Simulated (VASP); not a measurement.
# Ti (Pm-3m) in VASP: further runs

Ti is run at these levels: PBEsol; tasks: single point, relaxation of cell and atoms.

Program: VASP 6.6.1. These are calculated values, not measurements. Logs are shortened: lines on timing, memory, paths and dates and some standing lists are left out, and cuts for length are marked.

## (1) The cell of the first run

It takes space group Pm-3m (No. 221, cubic). Conventional cell: a = 2.596 Å, b = 2.596 Å, c = 2.596 Å, α = 90.00°, β = 90.00°, γ = 90.00°. Ti (site symmetry m-3m) has 6 Ti at 2.60 Å within 3.4 Å.

## (2) Single point, PBEsol

The input, INCAR:

```
SYSTEM = Ti
ALGO = Normal ; EDIFF = 1E-7
ENCUT = 520 ; GGA = PS
ISIF = 2 ; ISMEAR = -1
LASPH = .True. ; LCHARG = .True.
LELF = .True. ; LREAL = .False.
LVHAR = .True. ; LWAVE = .False.
NBANDS = 12 ; NELM = 60
PREC = Accurate ; SIGMA = 0.08
```

The input, KPOINTS:

```
k-points
0
Gamma
  14 14 14
  0 0 0
```

The input, POSCAR:

```
Ti
1.0
    2.5958144861      0.0000000000      0.0000000000
    0.0000000000      2.5958144861      0.0000000000
    0.0000000000      0.0000000000      2.5958144861
Ti
1
Direct
    0.0000000000      0.0000000000      0.0000000000
```

Potentials or basis: VASP PAW PBE potentials, release 64 (Ti_sv).

Command:

```sh
> cat potpaw_PBE.64/Ti_sv/POTCAR > POTCAR
> mpirun -np 1 vasp_std > vasp.out
```

OUTCAR:

```text
SYSTEM = Ti
   EDIFF = 1E-7
   ENCUT = 520
   GGA = PS
   ISIF = 2
   ISMEAR = -1
   LASPH = .True.
   LREAL = .False.
   NELM = 60
   PREC = Accurate

 ion  position               nearest neighbor table
   1  0.000  0.000  0.000-

  LATTYP: Found a simple cubic cell.
 ALAT       =     2.5958144861

  Lattice vectors:

 A1 = (   2.5958144861,   0.0000000000,   0.0000000000)
 A2 = (   0.0000000000,   2.5958144861,   0.0000000000)
 A3 = (   0.0000000000,   0.0000000000,   2.5958144861)

Analysis of symmetry for initial positions (statically):
=====================================================================
 Subroutine PRICEL returns:
 Original cell was already a primitive cell.

 Routine SETGRP: Setting up the symmetry group for a
 simple cubic supercell.

 Subroutine GETGRP returns: Found 48 space group operations
 (whereof 48 operations were pure point group operations)
 out of a pool of 48 trial point group operations.

The static configuration has the point symmetry O_h .

Analysis of symmetry for dynamics (positions and initial velocities):
=====================================================================
 Subroutine PRICEL returns:
 Original cell was already a primitive cell.

 Routine SETGRP: Setting up the symmetry group for a
 simple cubic supercell.

 Subroutine GETGRP returns: Found 48 space group operations
 (whereof 48 operations were pure point group operations)
 out of a pool of 48 trial point group operations.

The dynamic configuration has the point symmetry O_h .

 Subroutine INISYM returns: Found 48 space group operations
 (whereof 48 operations are pure point group operations),
 and found     1 'primitive' translations

----------------------------------------------------------------------------------------

                                     Primitive cell

  volume of cell :      17.4913

  direct lattice vectors                    reciprocal lattice vectors
     2.595814486  0.000000000  0.000000000     0.385235542  0.000000000  0.000000000
     0.000000000  2.595814486  0.000000000     0.000000000  0.385235542  0.000000000
     0.000000000  0.000000000  2.595814486     0.000000000  0.000000000  0.385235542

  length of vectors
     2.595814486  2.595814486  2.595814486     0.385235542  0.385235542  0.385235542

  position of ions in fractional coordinates (direct lattice)
     0.000000000  0.000000000  0.000000000

  ion indices of the primitive-cell ions
   primitive index   ion index
                 1           1

----------------------------------------------------------------------------------------

 KPOINTS: k-points

Automatic generation of k-mesh.
 Grid dimensions read from file:
 generate k-points for:   14   14   14

 Generating k-lattice:

  Cartesian coordinates                     Fractional coordinates (reciprocal lattice)
     0.027516824  0.000000000  0.000000000     0.071428571  0.000000000  0.000000000
     0.000000000  0.027516824  0.000000000     0.000000000  0.071428571  0.000000000
     0.000000000  0.000000000  0.027516824     0.000000000  0.000000000  0.071428571

  Length of vectors
     0.027516824  0.027516824  0.027516824

  Shift w.r.t. Gamma in fractional coordinates (k-lattice)
     0.000000000  0.000000000  0.000000000

 Subroutine IBZKPT returns following result:
 ===========================================

 Found    120 irreducible k-points:

 Following reciprocal coordinates:
            Coordinates               Weight
  0.000000  0.000000  0.000000      1.000000
  0.071429  0.000000  0.000000      6.000000
  0.142857  0.000000  0.000000      6.000000
  0.214286  0.000000  0.000000      6.000000
  0.285714  0.000000  0.000000      6.000000
  0.357143  0.000000  0.000000      6.000000
[... 16 lines left out ...]
  0.285714  0.214286  0.000000     24.000000
  0.357143  0.214286  0.000000     24.000000
 [... further k-points ...]
   k-points           NKPTS =    120   k-points in BZ     NKDIM =    120   number of bands    NBANDS=     12
   number of dos      NEDOS =    301   number of ions     NIONS =      1
   total plane-waves  NPLWV =   8000
   dimension x,y,z NGX =    20 NGY =   20 NGZ =   20
   dimension x,y,z NGXF=    40 NGYF=   40 NGZF=   40
   ions per type =               1
   NGX,Y,Z   is equivalent  to a cutoff of  12.81, 12.81, 12.81 a.u.
   NGXF,Y,Z  is equivalent  to a cutoff of  25.62, 25.62, 25.62 a.u.
 SYSTEM =  Ti
   PREC   = accura    normal or accurate (medium, high low for compatibility)
   ISTART =      0    job   : 0-new  1-cont  2-samecut
   ICHARG =      2    charge: 1-file 2-atom 10-const
   ISPIN  =      1    spin polarized calculation?
   LNONCOLLINEAR =      F non collinear calculations
   LSORBIT =      F    spin-orbit coupling
   LASPH  =      T    aspherical Exc in radial PAW
   ENCUT  =  520.0 eV  38.22 Ry    6.18 a.u.   4.83  4.83  4.83*2*pi/ulx,y,z
   NELM   =     60;   NELMIN=  2; NELMDL= -5     # of ELM steps
   EDIFF  = 0.1E-06   stopping-criterion for ELM
   LREAL  =      F    real-space projection
   EDIFFG = 0.1E-05   stopping-criterion for IOM
   NSW    =      0    number of steps for IOM
   IBRION =     -1    ionic relax: 0-MD 1-quasi-New 2-CG
   NFREE  =      0    steps in history (QN), initial steepest desc. (CG)
   ISIF   =      2    stress and relaxation
   ISYM   =      2    0-nonsym 1-usesym 2-fastsym
   POTIM  = 0.5000    time-step for ionic-motion
   TEBEG  =    0.0;   TEEND  =   0.0 temperature during run
   PSTRESS=    0.0 pullay stress
   NELECT =      12.0000    total number of electrons
   NUPDOWN=      -1.0000    fix difference up-down
   EMIN   =  10.00;   EMAX   =-10.00  energy-range for DOS
   EFERMI =   0.00;   METHOD = LEGACY
   ISMEAR =    -1;   SIGMA  =   0.08  broadening in eV -4-tet -1-fermi 0-gaus
   EFERMI_NEDOS =   21; number of points for ismear=-14 and -15
   IALGO  =     38    algorithm
   IMIX   =      4    mixing-type and parameters
     AMIX     =   0.40;   BMIX     =  1.00
     AMIX_MAG =   1.60;   BMIX_MAG =  1.00
  volume/ion in A,a.u.               =      17.49       118.04
  Fermi-wavevector in a.u.,A,eV,Ry     =   1.443871  2.728520 28.364912  2.084762
  Thomas-Fermi vector in A             =   2.562229
   LORBIT       =      0    0 simple, 1 ext, 2 COOP (PROOUT), +10 PAW based schemes
   GGA     = PS    functional components
   LHFCALC =     F    Hartree Fock is set to
   AEXX    =    0.0000 exact exchange contribution
   IVDW    =     0    specifies the selected vdW correction
   LEPSILON=     F    determine dielectric tensor
   LRPA    =     F    only Hartree local field effects (RPA)
 non-spin polarized calculation
  energy-cutoff  :      520.00
  volume of cell :       17.49
 maximum number of plane-waves:       484
 NGX is ok and might be reduce to    20
   NGX =  9   NGY =  9   NGZ =  9

 number of electron      11.9999999 magnetization

 Free energy of the ion-electron system (eV)
  ---------------------------------------------------
  ext. energy  EPLUGINS =         0.00000000
  ---------------------------------------------------
  free energy    TOTEN  =        -7.52343016 eV

  energy without entropy =       -7.47767868  energy(sigma->0) =       -7.50055442

 E-fermi :   7.9145     XC(G=0): -11.5009

 val. band max:        7.8881995401   @ k =   0.3571   0.2857   0.1429
 cond. band min:       7.9182808546   @ k =   0.4286   0.0000   0.0000
 fundamental gap:      0.0300813145
 Fermi energy:         7.9145294392

 k-point     1 :       0.0000    0.0000    0.0000
  band No.  band energies     occupation
      1     -48.3652      2.00000
      2     -24.1691      2.00000
      3     -24.1691      2.00000
      4     -24.1691      2.00000
      5       2.1025      2.00000
      6       6.5378      2.00000
      7       6.5378      2.00000
      8      12.0574      0.00000
      9      12.0574      0.00000
     10      12.0574      0.00000
     11      24.1247      0.00000
     12      24.1247      0.00000

 k-point     2 :       0.0714    0.0000    0.0000
  band No.  band energies     occupation
      1     -48.3578      2.00000
      2     -24.2217      2.00000
      3     -24.1646      2.00000
      4     -24.1646      2.00000
      5       2.2411      2.00000
      6       6.5723      2.00000
      7       6.6416      2.00000
      8      11.9364      0.00000
      9      11.9364      0.00000
     10      12.0663      0.00000
     11      23.0963      0.00000
     12      24.3487      0.00000

 k-point     3 :       0.1429    0.0000    0.0000
  band No.  band energies     occupation
      1     -48.3369      2.00000
      2     -24.3675      2.00000
      3     -24.1520      2.00000
      4     -24.1520      2.00000
      5       2.6403      2.00000
      6       6.6707      2.00000
      7       6.9339      1.99999
      8      11.6138      0.00000
      9      11.6138      0.00000
     10      12.0914      0.00000
     11      21.1870      0.00000
     12      24.9814      0.00000
[... 286 lines left out ...]
 k-point    23 :       0.2857    0.2143    0.0000
  band No.  band energies     occupation
      1     -48.2159      2.00000
      2     -24.7491      2.00000
      3     -24.5014      2.00000
      4     -24.0797      2.00000
      5       4.8826      2.00000
      6       7.3452      1.99838
      7       8.4599      0.00219
      8      10.1467      0.00000
      9      10.8677      0.00000
     10      11.4016      0.00000
     11      18.4378      0.00000
     12      21.5419      0.00000

 k-point    24 :       0.3571    0.2143    0.0000
  band No.  band energies     occupation
      1     -48.1857      2.00000
      2     -24.9419      2.00000
      3     -24.4784      2.00000
      4     -24.0618      2.00000
      5       5.5192      2.00000
      6       7.3258      1.99873
      7       8.5557      0.00066
      8      10.5228      0.00000
      9      10.5309      0.00000
     10      11.4512      0.00000
     11      16.9845      0.00000
     12      22.2972      0.00000

 [... further k-points ...]

------------------------ aborting loop because EDIFF is reached ----------------------------------------

  FORCE on cell =-STRESS in cart. coord.  units (eV):
  Direction    XX          YY          ZZ          XY          YZ          ZX
  --------------------------------------------------------------------------------------
  -------------------------------------------------------------------------------------
  Total       -0.0120513     -0.0120513     -0.0120513     -0.0000000      0.0000000     -0.0000000
  in kB       -1.1038859     -1.1038859     -1.1038859     -0.0000000      0.0000000     -0.0000000
  external PRESSURE =      -1.1038859 kB  Pullay stress =       0.0000000 kB

 VOLUME and BASIS-vectors are now :
 -----------------------------------------------------------------------------
  energy-cutoff  :      520.00
  volume of cell :       17.49
      direct lattice vectors                 reciprocal lattice vectors
     2.595814486  0.000000000  0.000000000     0.385235542  0.000000000  0.000000000
     0.000000000  2.595814486  0.000000000     0.000000000  0.385235542  0.000000000
     0.000000000  0.000000000  2.595814486     0.000000000  0.000000000  0.385235542

 POSITION                                       TOTAL-FORCE (eV/Angst)
 -----------------------------------------------------------------------------------
      0.00000      0.00000      0.00000         0.000000      0.000000      0.000000
 -----------------------------------------------------------------------------------
    total drift:                               -0.000000     -0.000000     -0.000000

  FREE ENERGIE OF THE ION-ELECTRON SYSTEM (eV)
  ---------------------------------------------------
  free  energy   TOTEN  =        -7.5234301643 eV

  energy  without entropy=       -7.4776786804  energy(sigma->0) =       -7.50055442
```

Wall time 39 s (1 thread of AMD EPYC 7R13, shared host); peak memory 0.11 GiB.

Results:

```
Free energy            : -7.5234 eV
Pressure               : -0.1 GPa
Band gap on the k mesh : zero (band 6 reaches 8.62 eV, above the bottom of band 7 at 6.54 eV)
```

Caveat: the PAW data sets were made with another functional, which shifts forces and pressure a little.

## (3) Relaxation of cell and atoms, PBEsol

This run uses another cell than the first one, of 18.07 Å³/atom, 1.033 times its volume.

The input, INCAR:

```
PREC     = Accurate       # precision mode
ENCUT    = 600            # plane-wave cutoff, eV
EDIFF    = 1E-7           # SCF threshold, eV
ISMEAR   = -1             # smearing method
SIGMA    = 0.08           # smearing width, eV
LREAL    = F              # projectors in reciprocal space
LASPH    = T              # aspherical terms in the spheres
NELM     = 80             # most SCF steps
ALGO     = Normal         # electronic algorithm
ISIF     = 3              # what is computed and relaxed
LWAVE    = F              # write WAVECAR
LCHARG   = F              # write CHGCAR
GGA      = PS             # functional
IBRION   = 2              # ionic algorithm
NSW      = 60             # ionic steps
EDIFFG   = -0.005         # ionic threshold
```

The input, KPOINTS:

```
Automatic mesh
0
Gamma
  14 14 14
```

The input, POSCAR:

```
Ti
1.0
    2.6242136420      0.0000000000      0.0000000000
    0.0000000000      2.6242136420      0.0000000000
    0.0000000000      0.0000000000      2.6242136420
Ti
1
Direct
    0.0000000000      0.0000000000      0.0000000000
```

Potentials or basis: VASP PAW PBE potentials, release 64 (Ti_sv).

Command:

```sh
> cat potpaw_PBE.64/Ti_sv/POTCAR > POTCAR
> mpirun -np 1 vasp_std > vasp.out
```

Run time: 2.3 min. Hardware: 1 thread of AMD EPYC 7R13, shared host; peak memory 0.13 GiB.

It converged, with:

- Free energy: -7.5238 eV
- Relaxed volume: 17.46 Å³/atom
- Relaxed cell: a = 2.594 Å, b = 2.594 Å, c = 2.594 Å, α = 90.00°, β = 90.00°, γ = 90.00°
- Space group after relaxing (to 0.05 Å): Pm-3m (No. 221)
- Energy gained by relaxing: 5.3 meV/atom
- Ionic steps: 3
- Pressure after relaxing: 0.0 GPa
- Band gap on the k mesh: zero (band 6 reaches 8.64 eV, above the bottom of band 7 at 6.55 eV)

Step by step:
```csv
step,energy change (eV),largest force (eV/Å),pressure (GPa),volume (Å³)
1,0.0000,0.0000,-2.73,18.07
2,-0.0048,0.0000,0.93,17.28
3,-0.0053,0.0000,0.01,17.46
```

Final structure:
```
CELL_PARAMETERS angstrom
2.59434 0.00000 0.00000
0.00000 2.59434 0.00000
0.00000 0.00000 2.59434
ATOMIC_POSITIONS crystal
Ti 0.00000 0.00000 0.00000
```

Levels at points of the mesh, in eV from the Fermi level:
```csv
k point,band 3,band 4,band 5,band 6,band 7,band 8,band 9,band 10
"(0.00, 0.00, 0.00)",-32.08,-32.08,-5.81,-1.38,-1.38,4.15,4.15,4.15
"(0.50, 0.00, 0.00)",-31.99,-31.99,-1.86,-0.62,-0.14,2.15,2.15,4.33
"(0.50, 0.50, 0.00)",-32.94,-31.90,-2.89,-0.09,2.60,2.60,5.38,5.49
"(0.50, 0.50, 0.50)",-32.80,-32.80,-1.30,-1.30,-1.30,5.49,5.49,9.13
```

Caveat: the PAW data sets were made with another functional, which shifts forces and pressure a little.
